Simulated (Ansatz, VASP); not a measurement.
# One calculation of ZrN, two programs

INCAR

```
SYSTEM = ZrN
  ALGO = Normal
  EDIFF = 1E-6
  ENCUT = 600
  GGA = PE
  GGA_COMPAT = .FALSE.
  ISIF = 2
  ISMEAR = 0
  IVDW = 12
  LASPH = .TRUE.
  LCHARG = .FALSE.
  LREAL = .FALSE.
  LWAVE = .FALSE.
  NBANDS = 16
  NELM = 120
  PREC = Accurate
  SIGMA = 0.1
```

File KPOINTS:

```
k-points
0
G
  6 6 6
  0 0 0
```

File POSCAR:

```
ZrN
1.0
    0.0000000000      2.2842300000      2.2842300000
    2.2842300000      0.0000000000      2.2842300000
    2.2842300000      2.2842300000      0.0000000000
Zr N
1 1
Direct
    0.0000000000      0.0000000000      0.0000000000
    0.5000000000      0.5000000000      0.5000000000
```

Input for Ansatz:

```yaml
crystal:
  lattice:
    - [0.0, 2.28423, 2.28423]
    - [2.28423, 0.0, 2.28423]
    - [2.28423, 2.28423, 0.0]
  atoms:
    - { symbol: Zr, position: [0.0, 0.0, 0.0] }
    - { symbol: "N", position: [0.5, 0.5, 0.5] }
basis:
  ecutwfc: 420
kpoints:
  mp_grid: { grid: [6, 6, 6] }
hamiltonian:
  xc: pbe
  dispersion: d3bj
scf:
  occupations: { method: gaussian, width: 0.1 }
output:
  forces: true
  stress: true
  eigenvalues: true
```

Alike in both runs: task single point; functional PBE; dispersion D3(BJ); k mesh 6 × 6 × 6; occupations gaussian, width 0.1 eV; no spin polarisation.

```csv
,VASP,Ansatz
version,VASP 6.6.1,Ansatz 0.2.0
potentials or method,"VASP PAW PBE potentials, release 64 (Zr_sv, N), cutoff 600 eV","scalar-relativistic, plane waves, PAW"
valence electrons in the cell,17,17
```

Ansatz gave:

```
gap on the k mesh at the Fermi level (eV) : none
pressure (GPa)                            : -1.8
```

Question: Which values does VASP return?

Answer: gap on the k mesh at the Fermi level (eV): none; pressure (GPa): -1.7.

A gap of «none» marks a metal or a gap that the smearing closes.

The k mesh is coarse, so the values compare programs but aren't converged.
